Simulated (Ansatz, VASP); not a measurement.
One calculation of Eu, two programs

```
Eu
1.0
    -1.92929    1.92929    1.92929
     1.92929   -1.92929    1.92929
     1.92929    1.92929   -1.92929
Eu
1
Cartesian
  0.0000 0.0000 0.0000
```

Change from the starting cell: volume scaled by 0.68, LAPW.

Alike in both runs: task single point; functional PBE; k mesh 14 × 14 × 14; occupations fermi-dirac, width 0.05 eV; collinear spin.

|  | VASP | Ansatz |
| --- | --- | --- |
| version | VASP 6.6.1 | Ansatz 0.2.0 |
| potentials or method | VASP PAW PBE potentials, release 64 (Eu), cutoff 520 eV | all-electron LAPW, scalar-relativistic |

Ansatz gave:

| Quantity | Value |
| --- | --- |
| pressure (GPa) | 10.3 |
| net moment per atom (μB) | 7.19 |
| size of the moment on the site where the two differ most (μB) | 7.01 |

Question: Estimate VASP's values.

Answer: Pressure (GPa): 10.0; net moment per atom (μB): 7.19; size of the moment on the site where the two differ most (μB): 6.64.

Site moments also hang on the region over which each program counts them. Ansatz ran all-electron here, and VASP with PAW potentials.

Spin-orbit coupling is off throughout.
